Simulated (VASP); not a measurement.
# Si (Imma) in VASP: a series of runs, part 2 of 2

VASP 6.6.1.

## 4. Single point, LDA (zz strain of -3 %)

The input, INCAR:

```
SYSTEM = Si
PREC = Accurate
ENCUT = 520
EDIFF = 1E-6
ISMEAR = -1
SIGMA = 0.05
LREAL = .FALSE.
LASPH = .TRUE.
NELM = 60
ALGO = Normal
ISIF = 2
LWAVE = .FALSE.
LCHARG = .TRUE.
LELF = .TRUE.
LVHAR = .TRUE.
NBANDS = 11
```

The input, KPOINTS:

```
regular mesh
0
G
  16 16 16
  0 0 0
```

The input, POSCAR:

```
Si
1.0
   -2.2510000000      2.3685000000      1.2367500000
    2.2510000000     -2.3685000000      1.2367500000
    2.2510000000      2.3685000000     -1.2367500000
Si
2
Direct
    0.8070000000      0.5570000000      0.2500000000
    0.1930000000      0.4430000000      0.7500000000
```

Potentials or basis: VASP PAW LDA potentials, release 64 (Si).

Started as:

```console
cat potpaw_LDA.64/Si/POTCAR > POTCAR
mpirun -np 1 vasp_std > vasp.out
```

OUTCAR:

```text
SYSTEM = Si
   PREC = Accurate
   ENCUT = 520
   EDIFF = 1E-6
   ISMEAR = -1
   LREAL = .FALSE.
   LASPH = .TRUE.
   NELM = 60
   ISIF = 2

 ion  position               nearest neighbor table
   1  0.807  0.557  0.250-   2 2.39   2 2.39   2 2.45   2 2.45   2 2.72   2 2.72
   2  0.193  0.443  0.750-   1 2.39   1 2.39   1 2.45   1 2.45   1 2.72   1 2.72

  LATTYP: Found a body centered orthorhombic cell.
 ALAT       =     2.4735000000
 B/A-ratio  =     1.8200929856
 C/A-ratio  =     1.9151000606

  Lattice vectors:

 A1 = (   2.2510000000,  -2.3685000000,   1.2367500000)
 A2 = (  -2.2510000000,  -2.3685000000,  -1.2367500000)
 A3 = (   2.2510000000,   2.3685000000,  -1.2367500000)

Analysis of symmetry for initial positions (statically):
=====================================================================
 Subroutine PRICEL returns:
 Original cell was already a primitive cell.

 Routine SETGRP: Setting up the symmetry group for a
 body centered orthorhombic supercell.

 Subroutine GETGRP returns: Found  8 space group operations
 (whereof  4 operations were pure point group operations)
 out of a pool of  8 trial point group operations.
[... 168 lines left out ...]
 cond. band min:      11.1067020980   @ k =  -0.1875   0.5000   0.1250
 fundamental gap:      0.0013532429
 Fermi energy:        11.1066519131

 k-point     1 :       0.0000    0.0000    0.0000
  band No.  band energies     occupation
      1      -3.9602      2.00000
      2       7.8276      2.00000
      3       8.4032      2.00000
      4       9.0175      2.00000
      5      11.9649      0.00000
      6      18.8022      0.00000
      7      19.9330      0.00000
      8      21.6871      0.00000
      9      21.7099      0.00000
     10      22.7783      0.00000
     11      23.1395      0.00000
[... 309 lines left out ...]
 k-point    24 :      -0.1250    0.0625   -0.0000
  band No.  band energies     occupation
      1      -3.7405      2.00000
      2       6.7124      2.00000
      3       8.0821      2.00000
      4      10.2494      2.00000
      5      12.9249      0.00000
      6      16.8755      0.00000
      7      19.9201      0.00000
      8      20.8114      0.00000
      9      21.3135      0.00000
     10      22.3150      0.00000
     11      24.1941      0.00000

 [... further k-points ...]
[... 5 lines left out ...]
  --------------------------------------------------------------------------------------
  -------------------------------------------------------------------------------------
  Total        2.4384628      2.5487866      2.9634326      0.0000000     -0.0000000      0.0000000
  in kB      148.1275774    154.8293413    180.0175492      0.0000000     -0.0000000      0.0000000
  external PRESSURE =     160.9914893 kB  Pullay stress =       0.0000000 kB

 VOLUME and BASIS-vectors are now :
 -----------------------------------------------------------------------------
  energy-cutoff  :      520.00
  volume of cell :       26.37
      direct lattice vectors                 reciprocal lattice vectors
    -2.251000000  2.368500000  1.236750000     0.000000000  0.211104074  0.404285426
     2.251000000 -2.368500000  1.236750000     0.222123501  0.000000000  0.404285426
     2.251000000  2.368500000 -1.236750000     0.222123501  0.211104074  0.000000000

 POSITION                                       TOTAL-FORCE (eV/Angst)
 -----------------------------------------------------------------------------------
     -0.00000      1.18425      1.37774         0.000000      0.000000     -0.018385
      2.25100      1.18425     -0.14099        -0.000000     -0.000000      0.018385
 -----------------------------------------------------------------------------------
    total drift:                                0.000000     -0.000000     -0.000000

  FREE ENERGIE OF THE ION-ELECTRON SYSTEM (eV)
  ---------------------------------------------------
  free  energy   TOTEN  =       -11.3468732753 eV

  energy  without entropy=      -11.3405770562  energy(sigma->0) =      -11.34372517
```

OSZICAR:

```text
N       E                     dE             d eps       ncg     rms          rms(c)
DAV:   1     0.509847218557E+01    0.50985E+01   -0.35311E+03 13678   0.619E+02
DAV:   2    -0.109625295261E+02   -0.16061E+02   -0.15421E+02 18046   0.884E+01
DAV:   3    -0.113847962564E+02   -0.42227E+00   -0.41905E+00 17696   0.117E+01
DAV:   4    -0.113864719854E+02   -0.16757E-02   -0.16754E-02 16663   0.905E-01
DAV:   5    -0.113864786177E+02   -0.66323E-05   -0.66304E-05 17361   0.516E-02    0.532E+00
DAV:   6    -0.113619750574E+02    0.24504E-01   -0.25993E-03 16059   0.265E-01    0.307E+00
DAV:   7    -0.113469635704E+02    0.15011E-01   -0.55651E-03 15606   0.400E-01    0.187E-01
DAV:   8    -0.113468787838E+02    0.84787E-04   -0.35710E-04 16360   0.111E-01    0.291E-02
DAV:   9    -0.113468740159E+02    0.47679E-05   -0.74072E-06 17428   0.186E-02    0.126E-02
DAV:  10    -0.113468732753E+02    0.74059E-06   -0.16552E-06 10760   0.647E-03
   1 F= -.11346873E+02 E0= -.11343725E+02  d E =-.629622E-02
```

Run time: 69 s. Hardware: 1 thread of Intel Xeon 6975P-C (Granite Rapids), shared host; peak memory 0.24 GiB.

Results:

| Item | Value |
| --- | --- |
| Free energy | -11.3469 eV |
| Pressure | 16.1 GPa |
| Largest force | 0.018 eV/Å |
| Band gap on the k mesh | zero (bands 4 and 5 overlap by 7.37 eV) |

Forces in eV/Å, atoms in the order of the input:
```
Si   0.000  0.000 -0.018
Si   0.000  0.000  0.018
```

Caveat: the cell differs from its parent crystal (zz strain of -3 %); the cell stands under pressure.

## 5. Single point, LDA (zz strain of -2 %)

The input, INCAR:

```
PREC = Accurate
ENCUT = 520
EDIFF = 1E-6
ISMEAR = -1
SIGMA = 0.05
LREAL = F
LASPH = T
NELM = 60
ALGO = Normal
ISIF = 2
LWAVE = F
LCHARG = F
NBANDS = 11
```

The input, KPOINTS:

```
Automatic mesh
0
Gamma
  16 16 16
```

The input, POSCAR:

```
Si
1.0
   -2.2510000000      2.3685000000      1.2495000000
    2.2510000000     -2.3685000000      1.2495000000
    2.2510000000      2.3685000000     -1.2495000000
Si
2
Direct
    0.8070000000      0.5570000000      0.2500000000
    0.1930000000      0.4430000000      0.7500000000
```

Potentials or basis: VASP PAW LDA potentials, release 64 (Si).

Started as:

```console
cat potpaw_LDA.64/Si/POTCAR > POTCAR
mpirun -np 1 vasp_std > vasp.out
```

OUTCAR:

```text
PREC = Accurate
   ENCUT = 520
   EDIFF = 1E-6
   ISMEAR = -1
   LREAL = F
   LASPH = T
   NELM = 60
   ISIF = 2

 ion  position               nearest neighbor table
   1  0.807  0.557  0.250-   2 2.39   2 2.39   2 2.45   2 2.45   2 2.72   2 2.72
   2  0.193  0.443  0.750-   1 2.39   1 2.39   1 2.45   1 2.45   1 2.72   1 2.72

  LATTYP: Found a body centered orthorhombic cell.
 ALAT       =     2.4990000000
 B/A-ratio  =     1.8015206082
 C/A-ratio  =     1.8955582233

  Lattice vectors:

 A1 = (   2.2510000000,  -2.3685000000,   1.2495000000)
 A2 = (  -2.2510000000,  -2.3685000000,  -1.2495000000)
 A3 = (   2.2510000000,   2.3685000000,  -1.2495000000)

Analysis of symmetry for initial positions (statically):
=====================================================================
 Subroutine PRICEL returns:
 Original cell was already a primitive cell.

 Routine SETGRP: Setting up the symmetry group for a
 body centered orthorhombic supercell.

 Subroutine GETGRP returns: Found  8 space group operations
 (whereof  4 operations were pure point group operations)
 out of a pool of  8 trial point group operations.

The static configuration has the point symmetry C_2h.
 The point group associated with its full space group is D_2h.

Analysis of symmetry for dynamics (positions and initial velocities):
=====================================================================
 Subroutine PRICEL returns:
 Original cell was already a primitive cell.

 Routine SETGRP: Setting up the symmetry group for a
 body centered orthorhombic supercell.

 Subroutine GETGRP returns: Found  8 space group operations
 (whereof  4 operations were pure point group operations)
 out of a pool of  8 trial point group operations.

The dynamic configuration has the point symmetry C_2h.
 The point group associated with its full space group is D_2h.

 Subroutine INISYM returns: Found  8 space group operations
 (whereof  4 operations are pure point group operations),
 and found     1 'primitive' translations
[... 120 lines left out ...]
   GGA     = CA    functional components
   LHFCALC =     F    Hartree Fock is set to
   AEXX    =    0.0000 exact exchange contribution
   IVDW    =     0    specifies the selected vdW correction
   LEPSILON=     F    determine dielectric tensor
   LRPA    =     F    only Hartree local field effects (RPA)
 non-spin polarized calculation
  energy-cutoff  :      520.00
  volume of cell :       26.65
 maximum number of plane-waves:       738
 NGX is ok and might be reduce to    28
   NGX = 13   NGY = 13   NGZ = 13

 number of electron       8.0000000 magnetization

 Free energy of the ion-electron system (eV)
  ---------------------------------------------------
  ext. energy  EPLUGINS =         0.00000000
  ---------------------------------------------------
  free energy    TOTEN  =       -11.37513542 eV

  energy without entropy =      -11.36896639  energy(sigma->0) =      -11.37205090

 E-fermi :  10.9564     XC(G=0): -11.5360

 val. band max:       10.9460391334   @ k =  -0.1250  -0.1875   0.0625
 cond. band min:      10.9577164267   @ k =   0.1250   0.3125  -0.0000
 fundamental gap:      0.0116772934
 Fermi energy:        10.9563555869

 k-point     1 :       0.0000    0.0000    0.0000
  band No.  band energies     occupation
      1      -4.0051      2.00000
      2       7.7877      2.00000
      3       8.3346      2.00000
      4       9.0010      2.00000
      5      11.9062      0.00000
      6      18.6910      0.00000
      7      19.8654      0.00000
      8      21.3356      0.00000
      9      21.5317      0.00000
     10      22.2621      0.00000
     11      22.9360      0.00000
[... 309 lines left out ...]
 k-point    24 :      -0.1250    0.0625    0.0000
  band No.  band energies     occupation
      1      -3.7873      2.00000
      2       6.6680      2.00000
      3       8.0306      2.00000
      4      10.2119      2.00000
      5      12.8654      0.00000
      6      16.7889      0.00000
      7      19.5521      0.00000
      8      20.5703      0.00000
      9      21.0382      0.00000
     10      22.0925      0.00000
     11      23.8063      0.00000

 [... further k-points ...]

------------------------ aborting loop because EDIFF is reached ----------------------------------------

  FORCE on cell =-STRESS in cart. coord.  units (eV):
  Direction    XX          YY          ZZ          XY          YZ          ZX
  --------------------------------------------------------------------------------------
  -------------------------------------------------------------------------------------
  Total        2.2081891      2.3696048      2.5414134      0.0000000      0.0000000      0.0000000
  in kB      132.7705350    142.4758847    152.8061249      0.0000000      0.0000000      0.0000000
  external PRESSURE =     142.6841816 kB  Pullay stress =       0.0000000 kB

 VOLUME and BASIS-vectors are now :
 -----------------------------------------------------------------------------
  energy-cutoff  :      520.00
  volume of cell :       26.65
      direct lattice vectors                 reciprocal lattice vectors
    -2.251000000  2.368500000  1.249500000     0.000000000  0.211104074  0.400160064
     2.251000000 -2.368500000  1.249500000     0.222123501  0.000000000  0.400160064
     2.251000000  2.368500000 -1.249500000     0.222123501  0.211104074  0.000000000

 POSITION                                       TOTAL-FORCE (eV/Angst)
 -----------------------------------------------------------------------------------
     -0.00000      1.18425      1.39194        -0.000000     -0.000000     -0.006890
      2.25100      1.18425     -0.14244         0.000000      0.000000      0.006890
 -----------------------------------------------------------------------------------
    total drift:                                0.000000     -0.000000     -0.000000

  FREE ENERGIE OF THE ION-ELECTRON SYSTEM (eV)
  ---------------------------------------------------
  free  energy   TOTEN  =       -11.3751354220 eV

  energy  without entropy=      -11.3689663864  energy(sigma->0) =      -11.37205090
```

Wall time 61 s (1 thread of Intel Xeon 6975P-C (Granite Rapids), shared host); peak memory 0.24 GiB.

Results:

```
Free energy            : -11.3751 eV
Pressure               : 14.3 GPa
Largest force          : 0.007 eV/Å
Band gap on the k mesh : zero (bands 4 and 5 overlap by 7.37 eV)
```

Forces on the atoms (eV/Å):
```
Si   0.000  0.000 -0.007
Si   0.000  0.000  0.007
```

Stress tensor (GPa, compression positive):
```
13.28  0.00  0.00
 0.00 14.25  0.00
 0.00  0.00 15.28
```

Caveat: the cell differs from its parent crystal (zz strain of -2 %); the cell stands under pressure.

## 6. Summary

| cell | gap on the mesh (eV) | pressure (GPa) | largest force (eV/Å) |
| --- | --- | --- | --- |
| a = 3.416 Å, angles 100.5, 95.5, 136.2°, 2 atoms | none | 22.8 | 0.04 |
| a = 3.447 Å, angles 100.4, 95.3, 136.6°, 2 atoms | none | 18.5 | 0.02 |
| a = 3.494 Å, angles 99.8, 94.6, 138.5°, 2 atoms | none | 16.1 | 0.02 |
| a = 3.498 Å, angles 99.9, 94.8, 138.1°, 2 atoms | none | 14.3 | 0.01 |

Alike in all rows: task single point; level LDA; potentials or basis VASP PAW LDA potentials, release 64 (Si); no spin polarisation; k mesh 16 × 16 × 16; cutoff (eV) 520; smearing fermi-dirac 0.05 eV.

Caveats: the cell stands under pressure.

Total energies depend on the potentials used, so only differences within one code and one set of settings carry meaning.
